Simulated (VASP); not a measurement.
Write the native input for VASP 6.6.1 that does the following.

* Task: single point
* Functional: PBE
* Potentials or basis: VASP PAW PBE potentials, release 64 (Ag)
* Cutoff: 520 eV
* k mesh: 18 × 18 × 18
* Occupations: gaussian, width 0.1 eV
* Spin: no spin polarisation
* Dipole correction: no
* Further INCAR settings: ALGO = Fast; EDIFF = 1e-06; NBANDS = 12

The structure of Ag lies in POSCAR:

```
Ag
1.0
   -1.7185392816      1.7185392816      1.5245604201
    1.7185392816     -1.7185392816      1.5245604201
    1.7185392816      1.7185392816     -1.5245604201
Ag
1
Direct
    0.0000000000      0.0000000000      0.0000000000
```

The input as run:

INCAR

```
PREC     = Accurate       # precision mode
ENCUT    = 520            # plane-wave cutoff, eV
EDIFF    = 1E-6           # SCF threshold, eV
ISMEAR   = 0              # smearing method
SIGMA    = 0.1            # smearing width, eV
LREAL    = F              # projectors in reciprocal space
LASPH    = T              # aspherical terms in the spheres
NELM     = 80             # most SCF steps
ALGO     = Fast           # electronic algorithm
ISIF     = 2              # what is computed and relaxed
LWAVE    = F              # write WAVECAR
LCHARG   = F              # write CHGCAR
GGA      = PE             # functional
NBANDS   = 12             # bands
```

KPOINTS

```
Automatic mesh
0
Gamma
  18 18 18
```

Potentials or basis: VASP PAW PBE potentials, release 64 (Ag).

Command:

```bash
$ cat potpaw_PBE.64/Ag/POTCAR > POTCAR
$ mpirun -np 1 vasp_std > vasp.out
```

It gave:

```
Pressure               : 0.0 GPa
Band gap on the k mesh : zero (an odd number of electrons rules out a gap without spin polarisation)
```

Wall time 50 s on 1 thread of AMD EPYC 9R45 96-Core Processor (Zen 5), on a shared host, peak memory 0.19 GiB.
